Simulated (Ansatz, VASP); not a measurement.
## Sb3Se: VASP beside Ansatz

```
CELL_PARAMETERS angstrom
5.82488 0.00000 0.00000
0.00000 5.82488 0.00000
0.00000 0.00000 5.82488
ATOMIC_POSITIONS crystal
Sb 0.25000 0.00000 0.50000
Sb 0.50000 0.75000 0.00000
Sb 0.75000 0.00000 0.50000
Sb 0.50000 0.25000 0.00000
Sb 0.00000 0.50000 0.75000
Sb 0.00000 0.50000 0.25000
Se 0.00000 0.00000 0.00000
Se 0.50000 0.50000 0.50000
```

Change from the starting cell: species swapped into the GaMo3 type (Pm-3n, No. 223).

Alike in both runs: task single point; functional PBE; k mesh 4 × 4 × 4; occupations gaussian, width 0.1 eV; no spin polarisation.

|  | VASP | Ansatz |
| --- | --- | --- |
| version | VASP 6.6.1 | Ansatz 0.2.0 |
| potentials or method | VASP PAW PBE potentials, release 64 (Sb, Se), cutoff 520 eV | scalar-relativistic, plane waves, PAW |
| valence electrons in the cell | 42 | 122 |

```tsv
	VASP	Ansatz	Ansatz less VASP
gap on the k mesh at the Fermi level (eV)	none	none	-
pressure (GPa)	4.1	4.2	+0.13
```

A gap of «none» marks a metal or a gap that the smearing closes. VASP's potentials hold 42 valence electrons a cell and Ansatz's 122, so a difference there can come from the potentials and not from the codes.

Neither program's run includes spin-orbit coupling.
